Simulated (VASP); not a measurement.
# TeW (Immm) in VASP: single point with PBE

Aim: the single point of TeW with PBE.

Everything below comes from runs of VASP 6.6.1. Logs are shortened: lines on timing, memory, paths and dates and some standing lists are left out, and cuts for length are marked.

## Step 1: The cell of the first run

Symmetry: Immm, No. 71, orthorhombic system. The conventional cell has a = 3.253 Å, b = 4.599 Å, c = 5.627 Å, α = 90.00°, β = 90.00°, γ = 90.00°. Within 3.7 Å of Te (site symmetry mmm) lie 6 W at 2.81 to 2.82 Å and 2 Te at 3.25 Å. Within 3.7 Å of W (site symmetry mmm) lie 6 Te at 2.81 to 2.82 Å and 2 W at 3.25 Å.

The cell was generated, and may not be a known phase.

## Step 2: Single point, PBE

Input file INCAR:

```
ALGO     = Normal         # electronic algorithm
EDIFF    = 1E-6           # SCF threshold, eV
ENCUT    = 500            # plane-wave cutoff, eV
GGA      = PE             # functional
GGA_COMPAT= False        
ISIF     = 2              # what is computed and relaxed
ISMEAR   = 0              # smearing method
LASPH    = True           # aspherical terms in the spheres
LCHARG   = False          # write CHGCAR
LREAL    = False          # projectors in reciprocal space
LWAVE    = False          # write WAVECAR
NBANDS   = 17             # bands
NELM     = 120            # most SCF steps
PREC     = Accurate       # precision mode
SIGMA    = 0.2            # smearing width, eV
```

Input file KPOINTS:

```
k-points
0
Gamma
  6 6 6
```

Input file POSCAR:

```
TeW
1.0
   -1.6265724254      2.8135085210      2.2995765369
    1.6265724254     -2.8135085210      2.2995765369
    1.6265724254      2.8135085210     -2.2995765369
Te W
1 1
Direct
    0.5000000000      0.0000000000      0.5000000000
    0.0000000000      0.0000000000      0.0000000000
```

Potentials or basis: VASP PAW PBE potentials, release 64 (Te, W_sv).

Launch:

```
$ cat potpaw_PBE.64/Te/POTCAR potpaw_PBE.64/W_sv/POTCAR > POTCAR
$ mpirun -np 1 vasp_std > vasp.out
```

OUTCAR:

```text
EDIFF = 1E-6
   ENCUT = 500
   GGA = PE
   ISIF = 2
   ISMEAR = 0
   LASPH = True
   LREAL = False
   NELM = 120
   PREC = Accurate

 ion  position               nearest neighbor table
   1  0.500  0.000  0.500-   2 2.81   2 2.81   2 2.82   2 2.82   2 2.82   2 2.82
   2  0.000  0.000  0.000-   1 2.81   1 2.81   1 2.82   1 2.82   1 2.82   1 2.82

  LATTYP: Found a body centered orthorhombic cell.
 ALAT       =     3.2531448508
 B/A-ratio  =     1.4137560068
 C/A-ratio  =     1.7297161055

  Lattice vectors:

 A1 = (   1.6265724254,  -2.8135085210,  -2.2995765369)
 A2 = (  -1.6265724254,  -2.8135085210,   2.2995765369)
 A3 = (  -1.6265724254,   2.8135085210,  -2.2995765369)

Analysis of symmetry for initial positions (statically):
=====================================================================
 Subroutine PRICEL returns:
 Original cell was already a primitive cell.

 Routine SETGRP: Setting up the symmetry group for a
 body centered orthorhombic supercell.

 Subroutine GETGRP returns: Found  8 space group operations
 (whereof  8 operations were pure point group operations)
 out of a pool of  8 trial point group operations.

The static configuration has the point symmetry D_2h.

Analysis of symmetry for dynamics (positions and initial velocities):
=====================================================================
 Subroutine PRICEL returns:
 Original cell was already a primitive cell.

 Routine SETGRP: Setting up the symmetry group for a
 body centered orthorhombic supercell.

 Subroutine GETGRP returns: Found  8 space group operations
 (whereof  8 operations were pure point group operations)
 out of a pool of  8 trial point group operations.

The dynamic configuration has the point symmetry D_2h.

 Subroutine INISYM returns: Found  8 space group operations
 (whereof  8 operations are pure point group operations),
 and found     1 'primitive' translations

----------------------------------------------------------------------------------------

                                     Primitive cell

  volume of cell :      42.0949

  direct lattice vectors                    reciprocal lattice vectors
    -1.626572425  2.813508521  2.299576537     0.000000000  0.177714052  0.217431337
     1.626572425 -2.813508521  2.299576537     0.307394858  0.000000000  0.217431337
     1.626572425  2.813508521 -2.299576537     0.307394858  0.177714052  0.000000000

  length of vectors
     3.981158161  3.981158161  3.981158161     0.280817860  0.376520896  0.355068843

  position of ions in fractional coordinates (direct lattice)
     0.500000000  0.000000000  0.500000000
     0.000000000  0.000000000  0.000000000

  ion indices of the primitive-cell ions
   primitive index   ion index
                 1           1
                 2           2

----------------------------------------------------------------------------------------

 KPOINTS: k-points

Automatic generation of k-mesh.
 Grid dimensions read from file:
 generate k-points for:    6    6    6

 Generating k-lattice:

  Cartesian coordinates                     Fractional coordinates (reciprocal lattice)
     0.000000000  0.029619009  0.036238556     0.166666667  0.000000000  0.000000000
     0.051232476  0.000000000  0.036238556    -0.000000000  0.166666667  0.000000000
     0.051232476  0.029619009  0.000000000    -0.000000000  0.000000000  0.166666667

  Length of vectors
     0.046802977  0.062753483  0.059178140

  Shift w.r.t. Gamma in fractional coordinates (k-lattice)
     0.000000000  0.000000000  0.000000000

 Subroutine IBZKPT returns following result:
 ===========================================

 Found     46 irreducible k-points:

 Following reciprocal coordinates:
            Coordinates               Weight
  0.000000  0.000000  0.000000      1.000000
  0.166667  0.000000  0.000000      4.000000
  0.333333 -0.000000  0.000000      4.000000
  0.500000  0.000000 -0.000000      2.000000
  0.000000  0.166667  0.000000      4.000000
  0.166667  0.166667  0.000000      8.000000
[... 16 lines left out ...]
 -0.166667  0.166667  0.166667      2.000000
  0.166667  0.333333  0.166667      4.000000
 [... further k-points ...]
   k-points           NKPTS =     46   k-points in BZ     NKDIM =     46   number of bands    NBANDS=     17
   number of dos      NEDOS =    301   number of ions     NIONS =      2
   total plane-waves  NPLWV =  27000
   dimension x,y,z NGX =    30 NGY =   30 NGZ =   30
   dimension x,y,z NGXF=    60 NGYF=   60 NGZF=   60
   ions per type =               1   1
   NGX,Y,Z   is equivalent  to a cutoff of  12.53, 12.53, 12.53 a.u.
   NGXF,Y,Z  is equivalent  to a cutoff of  25.05, 25.05, 25.05 a.u.
 SYSTEM =  unknown system
   PREC   = accura    normal or accurate (medium, high low for compatibility)
   ISTART =      0    job   : 0-new  1-cont  2-samecut
   ICHARG =      2    charge: 1-file 2-atom 10-const
   ISPIN  =      1    spin polarized calculation?
   LNONCOLLINEAR =      F non collinear calculations
   LSORBIT =      F    spin-orbit coupling
   LASPH  =      T    aspherical Exc in radial PAW
   ENCUT  =  500.0 eV  36.75 Ry    6.06 a.u.   7.26  7.26  7.26*2*pi/ulx,y,z
   NELM   =    120;   NELMIN=  2; NELMDL= -5     # of ELM steps
   EDIFF  = 0.1E-05   stopping-criterion for ELM
   LREAL  =      F    real-space projection
   EDIFFG = 0.1E-04   stopping-criterion for IOM
   NSW    =      0    number of steps for IOM
   IBRION =     -1    ionic relax: 0-MD 1-quasi-New 2-CG
   NFREE  =      0    steps in history (QN), initial steepest desc. (CG)
   ISIF   =      2    stress and relaxation
   ISYM   =      2    0-nonsym 1-usesym 2-fastsym
   POTIM  = 0.5000    time-step for ionic-motion
   TEBEG  =    0.0;   TEEND  =   0.0 temperature during run
   PSTRESS=    0.0 pullay stress
   NELECT =      20.0000    total number of electrons
   NUPDOWN=      -1.0000    fix difference up-down
   EMIN   =  10.00;   EMAX   =-10.00  energy-range for DOS
   EFERMI =   0.00;   METHOD = LEGACY
   ISMEAR =     0;   SIGMA  =   0.20  broadening in eV -4-tet -1-fermi 0-gaus
   EFERMI_NEDOS =   21; number of points for ismear=-14 and -15
   IALGO  =     38    algorithm
   IMIX   =      4    mixing-type and parameters
     AMIX     =   0.40;   BMIX     =  1.00
     AMIX_MAG =   1.60;   BMIX_MAG =  1.00
  volume/ion in A,a.u.               =      21.05       142.04
  Fermi-wavevector in a.u.,A,eV,Ry     =   1.277443  2.414018 22.202825  1.631862
  Thomas-Fermi vector in A             =   2.410043
   LORBIT       =      0    0 simple, 1 ext, 2 COOP (PROOUT), +10 PAW based schemes
   GGA     = PE    functional components
   LHFCALC =     F    Hartree Fock is set to
   AEXX    =    0.0000 exact exchange contribution
   IVDW    =     0    specifies the selected vdW correction
   LEPSILON=     F    determine dielectric tensor
   LRPA    =     F    only Hartree local field effects (RPA)
 non-spin polarized calculation
 Gauss-broadening in eV      SIGMA  =   0.20
  energy-cutoff  :      500.00
  volume of cell :       42.09
 maximum number of plane-waves:      1096
 NGX is ok and might be reduce to    30
   NGX = 15   NGY = 15   NGZ = 15

 number of electron      19.9999999 magnetization

 Free energy of the ion-electron system (eV)
  ---------------------------------------------------
  ext. energy  EPLUGINS =         0.00000000
  ---------------------------------------------------
  free energy    TOTEN  =       -13.46538884 eV

  energy without entropy =      -13.39355792  energy(sigma->0) =      -13.42947338

 E-fermi :  10.3435     XC(G=0): -11.6703

 val. band max:       10.3426667058   @ k =   0.1667   0.1667   0.1667
 cond. band min:      10.3623687193   @ k =  -0.3333   0.3333   0.0000
 fundamental gap:      0.0197020136
 Fermi energy:        10.3434663287

 k-point     1 :       0.0000    0.0000    0.0000
  band No.  band energies     occupation
      1     -63.9073      2.00000
      2     -28.1736      2.00000
      3     -28.1349      2.00000
      4     -28.0117      2.00000
      5      -4.1197      2.00000
      6       7.7001      2.00000
[... 9 lines left out ...]
     16      19.6687      0.00000
     17      20.5680      0.00000

 k-point     2 :       0.1667    0.0000    0.0000
  band No.  band energies     occupation
      1     -63.9072      2.00000
      2     -28.1778      2.00000
      3     -28.1379      2.00000
      4     -28.0121      2.00000
      5      -3.8248      2.00000
      6       5.5170      2.00000
[... 9 lines left out ...]
     16      18.5819      0.00000
     17      19.6264      0.00000

 k-point     3 :       0.3333   -0.0000    0.0000
  band No.  band energies     occupation
      1     -63.9070      2.00000
      2     -28.1893      2.00000
      3     -28.1408      2.00000
      4     -28.0130      2.00000
      5      -3.0837      2.00000
      6       3.2437      2.00000
[... 9 lines left out ...]
     16      18.1332      0.00000
     17      19.7560      0.00000

 k-point     4 :       0.5000    0.0000   -0.0000
  band No.  band energies     occupation
      1     -63.9068      2.00000
      2     -28.1961      2.00000
      3     -28.1411      2.00000
      4     -28.0134      2.00000
      5      -2.5690      2.00000
      6       2.1902      2.00000
[... 9 lines left out ...]
     16      18.1691      0.00000
     17      18.8149      0.00000
[... 343 lines left out ...]
      1     -63.9025      2.00000
      2     -28.1790      2.00000
      3     -28.1380      2.00000
      4     -28.1321      2.00000
      5      -1.7895      2.00000
      6       3.9384      2.00000
[... 9 lines left out ...]
     16      17.2994      0.00000
     17      20.1941      0.00000

 k-point    23 :      -0.1667    0.1667    0.1667
  band No.  band energies     occupation
      1     -63.9028      2.00000
      2     -28.1702      2.00000
      3     -28.1369      2.00000
      4     -28.1226      2.00000
      5      -2.6656      2.00000
      6       5.2390      2.00000
[... 9 lines left out ...]
     16      17.5201      0.00000
     17      18.0250      0.00000

 k-point    24 :       0.1667    0.3333    0.1667
  band No.  band energies     occupation
      1     -63.9010      2.00000
      2     -28.1793      2.00000
      3     -28.1734      2.00000
      4     -28.1289      2.00000
      5      -1.4983      2.00000
      6       4.1711      2.00000
[... 9 lines left out ...]
     16      19.5388      0.00000
     17      19.5622      0.00000

 [... further k-points ...]

------------------------ aborting loop because EDIFF is reached ----------------------------------------

  FORCE on cell =-STRESS in cart. coord.  units (eV):
  Direction    XX          YY          ZZ          XY          YZ          ZX
  --------------------------------------------------------------------------------------
  -------------------------------------------------------------------------------------
  Total       -0.0214374      0.0710013      0.0015748      0.0000000      0.0000000      0.0000000
  in kB       -0.8159287      2.7023849      0.0599386      0.0000000      0.0000000      0.0000000
  external PRESSURE =       0.6487983 kB  Pullay stress =       0.0000000 kB

 VOLUME and BASIS-vectors are now :
 -----------------------------------------------------------------------------
  energy-cutoff  :      500.00
  volume of cell :       42.09
      direct lattice vectors                 reciprocal lattice vectors
    -1.626572425  2.813508521  2.299576537     0.000000000  0.177714052  0.217431337
     1.626572425 -2.813508521  2.299576537     0.307394858  0.000000000  0.217431337
     1.626572425  2.813508521 -2.299576537     0.307394858  0.177714052  0.000000000

 POSITION                                       TOTAL-FORCE (eV/Angst)
 -----------------------------------------------------------------------------------
      0.00000      2.81351      0.00000         0.000000     -0.000000     -0.000000
      0.00000      0.00000      0.00000        -0.000000      0.000000      0.000000
 -----------------------------------------------------------------------------------
    total drift:                                0.000000     -0.000000      0.000000

  FREE ENERGIE OF THE ION-ELECTRON SYSTEM (eV)
  ---------------------------------------------------
  free  energy   TOTEN  =       -13.4653888424 eV

  energy  without entropy=      -13.3935579165  energy(sigma->0) =      -13.42947338
```

It took 27 s on 1 thread of AMD EPYC 7R13 (Zen 3), shared host; peak memory 0.16 GiB.

Results:

```
Free energy            : -13.4654 eV
Pressure               : 0.1 GPa
Band gap on the k mesh : zero (bands 10 and 11 overlap by 1.05 eV)
```

Levels at points of the mesh, in eV from the Fermi level:
| k point | band 6 | band 7 | band 8 | band 9 | band 10 | band 11 | band 12 | band 13 | band 14 | band 15 |
| --- | --- | --- | --- | --- | --- | --- | --- | --- | --- | --- |
| (0.00, 0.00, 0.00) | -2.64 | -2.56 | -2.55 | -1.87 | -1.21 | -0.31 | -0.03 | 1.35 | 3.00 | 7.51 |
| (0.50, 0.00, 0.00) | -8.15 | -4.87 | -2.24 | -1.76 | 0.29 | 0.80 | 2.87 | 5.00 | 5.06 | 5.94 |
| (0.00, 0.50, 0.00) | -6.20 | -3.18 | -3.09 | -2.84 | -1.38 | -0.67 | 0.42 | 1.86 | 3.44 | 7.80 |
| (0.50, 0.50, 0.00) | -7.67 | -5.57 | -4.65 | -0.56 | -0.19 | 1.66 | 2.88 | 3.36 | 4.33 | 5.58 |
| (0.50, 0.50, 0.50) | -6.05 | -4.93 | -3.63 | -0.22 | -0.03 | 0.29 | 0.67 | 1.09 | 2.49 | 8.56 |

Caveat: the k points lie up to 0.37 Å⁻¹ apart, too coarse for converged energies and pressures of a metal; spin-orbit coupling is left out, which moves the levels of the heavy elements.
